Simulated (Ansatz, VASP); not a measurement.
One calculation of K2S, two programs

The input POSCAR:

```
K2S
1.0
    0.0000000000      3.7027568684      3.7027568684
    3.7027568684      0.0000000000      3.7027568684
    3.7027568684      3.7027568684      0.0000000000
S K
1 2
Direct
    0.0000000000      0.0000000000      0.0000000000
    0.2500000000      0.2500000000      0.2500000000
    0.7500000000      0.7500000000      0.7500000000
```

INCAR.step1

```
SYSTEM = K2S
  PREC = Accurate
  ENCUT = 400
  EDIFF = 1E-5
  ISMEAR = 0
  SIGMA = 0.01
  LREAL = .False.
  LASPH = .True.
  NELM = 120
  ALGO = Normal
  ISIF = 2
  LWAVE = .True.
  LCHARG = .False.
  NBANDS = 19
  GGA = PE
  GGA_COMPAT = .False.
```

Contents of INCAR.step2:

```
SYSTEM = K2S
  PREC = Accurate
  ENCUT = 400
  EDIFF = 1E-6
  ISMEAR = 0
  SIGMA = 0.01
  LREAL = .False.
  LASPH = .True.
  NELM = 120
  ALGO = Normal
  ISIF = 2
  LWAVE = .False.
  LCHARG = .False.
  GGA = PE
  LHFCALC = .True.
  AEXX = 0.15
  HFSCREEN = 0.3
  PRECFOCK = Normal
  NBANDS = 19
  ISTART = 1
  GGA_COMPAT = .False.
```

The input KPOINTS:

```
Automatic mesh
0
Gamma
  4 4 4
  0 0 0
```

Input for Ansatz:

```yaml
crystal:
  lattice:
    - [0.0, 3.7027568684, 3.7027568684]
    - [3.7027568684, 0.0, 3.7027568684]
    - [3.7027568684, 3.7027568684, 0.0]
  atoms:
    - { symbol: S, position: [0.0, 0.0, 0.0] }
    - { symbol: K, position: [0.25, 0.25, 0.25] }
    - { symbol: K, position: [0.75, 0.75, 0.75] }
kpoints:
  mp_grid: { grid: [4, 4, 4] }
hamiltonian:
  xc: { exchange: pbe, correlation: pbe, exx: { coeff: 0.15, omega: 0.3 } }
scf:
  occupations: { method: fixed }
  n_extra_bands: 4
output:
  forces: true
  stress: true
  eigenvalues: true
```

Alike in both runs: task single point; functional PBE-based screened hybrid; k mesh 4 × 4 × 4; no spin polarisation.

|  | VASP | Ansatz |
| --- | --- | --- |
| version | VASP 6.6.1 | Ansatz 0.2.0 |
| potentials or method | VASP PAW PBE potentials, release 64 (S, K_sv) | plane waves |
| plane-wave cutoff (eV) | 400 | 420 |
| occupations | gaussian, width 0.01 eV | fixed |
| valence electrons in the cell | 24 | 24 |

|  | VASP | Ansatz | Ansatz less VASP |
| --- | --- | --- | --- |
| gap on the k mesh at the Fermi level (eV) | 2.81 | 2.81 | +0.003 |
| pressure (GPa) | 0.3 | 0.3 | -0.06 |

VASP's potentials were made for PBE, not for PBE-based screened hybrid. Ansatz's warnings: stress exchange threshold loose, stress scf threshold loose.
